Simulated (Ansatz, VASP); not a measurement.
**One calculation of FeCo, two programs**

File INCAR:

```
PREC = Accurate
ENCUT = 600
EDIFF = 1E-6
ISMEAR = 0
SIGMA = 0.1
LREAL = False
LASPH = True
NELM = 200
ALGO = Normal
ISIF = 2
LWAVE = False
LCHARG = True
ISPIN = 2
MAGMOM = 3.5 -2.5
LORBIT = 11
LMAXMIX = 4
LELF = True
LVHAR = True
NBANDS = 20
GGA_COMPAT = False
```

File KPOINTS:

```
Automatic mesh
0
Gamma
  8 8 8
```

POSCAR

```
FeCo
1.0
    2.8570000000      0.0000000000      0.0000000000
    0.0000000000      2.8570000000      0.0000000000
    0.0000000000      0.0000000000      2.8570000000
Fe Co
1 1
Direct
    0.5000000000      0.5000000000      0.5000000000
    0.0000000000      0.0000000000      0.0000000000
```

Input for Ansatz:

```yaml
crystal:
  lattice:
    - [2.857, 0.0, 0.0]
    - [0.0, 2.857, 0.0]
    - [0.0, 0.0, 2.857]
  atoms:
    - { symbol: Fe, position: [0.5, 0.5, 0.5], spin: 3.5 }
    - { symbol: Co, position: [0.0, 0.0, 0.0], spin: -2.5 }
magnetization:
  spin_polarized: true
kpoints:
  mp_grid:
    grid: [8, 8, 8]
hamiltonian:
  xc: lda
scf:
  occupations:
    method: gaussian
    width: 0.1
basis:
  ecutwfc: "420 eV"
output:
  forces: true
  stress: true
```

Alike in both runs: task single point; functional LDA; k mesh 8 × 8 × 8; occupations gaussian, width 0.1 eV; collinear spin.

|  | VASP | Ansatz |
| --- | --- | --- |
| version | VASP 6.6.1 | Ansatz 0.2.0 |
| potentials or method | VASP PAW LDA potentials, release 64 (Fe, Co), cutoff 600 eV | plane waves, PAW |
| valence electrons in the cell | 17 | 33 |

|  | VASP | Ansatz | Ansatz less VASP |
| --- | --- | --- | --- |
| net moment per atom (μB) | 0.03 | 2.29 | +2.252 |
| size of the moment on the site where the two differ most (μB) | 0.80 | 2.78 | +1.988 |

The net moments are unlike, so the other rows may belong to different states. LDA's correlation is that of Perdew and Zunger in VASP and of Perdew and Wang (1992) in Ansatz. Site moments also hang on the region over which each program counts them. VASP's potentials hold 17 valence electrons a cell and Ansatz's 33, so a difference there can come from the potentials and not from the codes. Ansatz's warnings: seeded moment not kept.
